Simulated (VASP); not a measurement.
# AlGaAs2: single point with PBEsol

System: AlGaAs2.

```xyz
8
Lattice="5.3153 -0.0235 -0.0138 0.0256 5.4296 1.4148 0.0214 1.3780 5.3787" Properties=species:S:1:pos:R:3 pbc="T T T"
Al    0.0727    4.7664    2.5935
Al    2.7177    2.1089    1.8617
Ga    0.0845    5.6599    5.2936
Ga    2.7298    4.8357    2.2852
As    2.7278    2.7898    4.4692
As    0.0586    2.0062    1.6157
As    0.0709    2.8727    4.4053
As    2.7406    5.3826    5.0263
```

| Quantity | Value |
| --- | --- |
| Program | VASP 6.6.1 |
| Task | single point |
| Functional | PBEsol |
| Potentials or basis | VASP PAW PBE potentials, release 64 (Al, Ga_d, As) |
| Cutoff | 400 eV |
| k mesh | 4 × 4 × 4 |
| Occupations | gaussian, width 0.1 eV |
| Spin | no spin polarisation |

* Pressure: 0.1 GPa
* Largest force: 0.025 eV/Å
* Band gap on the k mesh: zero (bands 26 and 27 overlap by 0.25 eV)

Forces in eV/Å, atoms in the order of the input:
```
Al   0.001 -0.006  0.001
Al  -0.001  0.009 -0.009
Ga   0.000 -0.003 -0.001
Ga  -0.001  0.000  0.008
As   0.001 -0.024  0.001
As   0.002  0.011  0.022
As  -0.001  0.003 -0.025
As  -0.001  0.010  0.002
```

Stress tensor (GPa, compression positive):
```
 0.12  0.02 -0.02
 0.02  0.06  0.09
-0.02  0.09  0.17
```

Levels at points of the mesh, in eV from the Fermi level:
```tsv
k point	band 24	band 25	band 26	band 27	band 28	band 29
(0.00, 0.00, 0.00)	-2.06	-1.97	-1.79	-0.02	0.02	2.82
(0.50, 0.00, 0.00)	-3.26	-1.06	-0.91	2.41	2.58	4.16
(0.00, 0.50, 0.00)	-1.73	-0.85	-0.82	0.47	1.17	1.66
(0.50, 0.50, 0.00)	-0.73	-0.53	-0.20	0.20	0.43	1.76
(0.00, 0.00, 0.50)	-1.77	-0.86	-0.71	0.47	1.19	1.59
(0.50, 0.00, 0.50)	-0.69	-0.68	-0.26	0.39	0.44	1.50
(0.00, 0.50, 0.50)	-1.55	-1.15	-1.11	0.41	0.92	1.14
(0.50, 0.50, 0.50)	-0.73	-0.41	-0.33	0.00	0.26	1.24
```

Run time: 69 s on 1 thread of AMD EPYC 9R45 (Zen 5) (shared host), peak memory 0.25 GiB.

Caveat: the PAW data sets were made with another functional, which shifts forces and pressure a little.
